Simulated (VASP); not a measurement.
Al:

```
CELL_PARAMETERS angstrom
-1.57590 1.65692 1.65798
1.47948 -1.59764 1.50228
1.61445 1.63620 -1.59870
ATOMIC_POSITIONS crystal
Al 0.00000 0.00000 0.00000
```

* Program: VASP 6.6.1
* Task: relaxation of cell and atoms
* Functional: PBEsol
* Dispersion: D3(BJ)
* Potentials or basis: VASP PAW PBE potentials, release 64 (Al)
* Cutoff: 600 eV
* k mesh: 11 × 12 × 12
* Occupations: fermi-dirac, width 0.05 eV
* Spin: no spin polarisation

At the start: pressure -0.2 GPa; volume 16.08 Å³/atom.

How do energy, volume and symmetry change on relaxing?

Over 33 steps the energy falls by 122.9 meV/atom and the volume is 15.58 Å³/atom (-3.1 %); space group C2/m (No. 12, to 0.1 Å) before, Fm-3m (No. 225, to 0.1 Å).

The path:
```tsv
step	energy change (eV)	largest force (eV/Å)	pressure (GPa)	volume (Å³)
1	0.0000	0.0000	-0.24	16.08
2	-0.0111	0.0000	-0.42	16.01
3	-0.0154	0.0000	-0.22	15.92
4	-0.0154	0.0000	-0.25	15.93
5	-0.0175	0.0000	0.20	15.85
6	-0.0271	0.0000	1.59	15.59
7	-0.0497	0.0000	5.22	15.03
8	0.0597	0.0000	18.60	13.73
9	-0.0520	0.0000	6.38	14.88
10	-0.0485	0.0000	8.36	14.64
11	-0.0515	0.0000	7.27	14.77
12	-0.0516	0.0000	7.28	14.77
13	-0.0520	0.0000	7.34	14.76
14	-0.0527	0.0000	7.46	14.74
15	-0.0537	0.0000	7.70	14.71
16	-0.0531	0.0000	8.17	14.65
17	-0.0538	0.0000	7.92	14.69
18	-0.0548	0.0000	7.82	14.70
19	-0.0579	0.0000	7.53	14.73
20	-0.0638	0.0000	6.95	14.79
21	-0.0745	0.0000	5.85	14.90
22	-0.0912	0.0000	3.80	15.14
23	-0.1091	0.0000	0.32	15.61
24	-0.1102	0.0000	-0.71	15.78
25	-0.1124	0.0000	-0.63	15.76
26	-0.1177	0.0000	-0.34	15.67
27	-0.1218	0.0000	0.44	15.49
28	-0.1218	0.0000	0.57	15.47
29	-0.1225	0.0000	0.26	15.52
30	-0.1228	0.0000	-0.10	15.58
31	-0.1228	0.0000	-0.15	15.60
32	-0.1228	0.0000	-0.17	15.60
33	-0.1229	0.0000	-0.04	15.58
```

Final structure:
```xyz
1
Lattice="-1.3808 1.9487 1.3951 1.4040 -1.9851 1.4131 1.4101 1.9936 -1.3884" Properties=species:S:1:pos:R:3 pbc="T T T"
Al    0.0000    0.0000    0.0000
```

Caveat: the PAW data sets were made with another functional, which shifts forces and pressure a little.
